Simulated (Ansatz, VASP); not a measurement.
## Zr in VASP and in Ansatz

Contents of INCAR:

```
ALGO = Normal
EDIFF = 1E-6
ENCUT = 500
GGA = PE
GGA_COMPAT = F
ISIF = 2
ISMEAR = 0
LASPH = T
LCHARG = F
LREAL = F
LWAVE = F
NBANDS = 12
NELM = 120
PREC = Accurate
SIGMA = 0.1
```

KPOINTS

```
k-points
0
Gamma
  8 8 8
```

The input POSCAR:

```
Zr
1.0
    0.0000000000      2.2550000000      2.2550000000
    2.2550000000      0.0000000000      2.2550000000
    2.2550000000      2.2550000000      0.0000000000
Zr
1
Direct
    0.0000000000      0.0000000000      0.0000000000
```

Input for Ansatz:

```yaml
crystal:
  lattice:
    - [0.0, 2.255, 2.255]
    - [2.255, 0.0, 2.255]
    - [2.255, 2.255, 0.0]
  atoms:
    - { symbol: Zr, position: [0.0, 0.0, 0.0] }
basis:
  ecutwfc: 420
kpoints:
  mp_grid: { grid: [8, 8, 8] }
hamiltonian:
  xc: pbe
scf:
  occupations: { method: gaussian, width: 0.1 }
output:
  forces: true
  stress: true
  eigenvalues: true
```

Alike in both runs: task single point; functional PBE; k mesh 8 × 8 × 8; occupations gaussian, width 0.1 eV; no spin polarisation.

```csv
,VASP,Ansatz
version,VASP 6.6.1,Ansatz 0.2.0
potentials or method,"VASP PAW PBE potentials, release 64 (Zr_sv), cutoff 500 eV","scalar-relativistic, plane waves, PAW"
valence electrons in the cell,12,12
```

Ansatz gave:

| Quantity | Value |
| --- | --- |
| gap on the k mesh at the Fermi level (eV) | none |
| pressure (GPa) | 0.6 |

**Question.** What did VASP give for the same quantities?

**Answer.** gap on the k mesh at the Fermi level (eV): none; pressure (GPa): 0.7.

A gap of «none» marks a metal or a gap that the smearing closes. The functional is the same, so the differences come from potentials, cutoffs and numerics.
